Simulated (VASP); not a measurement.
A run of VASP 6.6.1 is set up as follows.

File INCAR:

```
SYSTEM = LiH
ALGO = Normal
EDIFF = 1E-7
ENCUT = 520
GGA = PE
ISIF = 2
ISMEAR = 0
LASPH = .True.
LCHARG = .False.
LREAL = .False.
LWAVE = .False.
NBANDS = 9
NELM = 80
PREC = Accurate
SIGMA = 0.02
```

The input KPOINTS:

```
k-points
0
Gamma
  10 10 10
  0 0 0
```

POSCAR

```
LiH
1.0
    0.0000000000      1.9625015658      1.9625015658
    1.9625015658      0.0000000000      1.9625015658
    1.9625015658      1.9625015658      0.0000000000
Li H
1 1
Direct
    0.0000000000      0.0000000000      0.0000000000
    0.5000000000      0.5000000000      0.5000000000
```

Potentials or basis: VASP PAW PBE potentials, release 64 (Li_sv, H).

The run is started by

```sh
$ cat potpaw_PBE.64/Li_sv/POTCAR potpaw_PBE.64/H/POTCAR > POTCAR
$ mpirun -np 1 vasp_std > vasp.out
```

**Question.** Predict the band gap on the k mesh.

**Answer.** 2.93 eV, direct.

 A k mesh can miss the band edges.
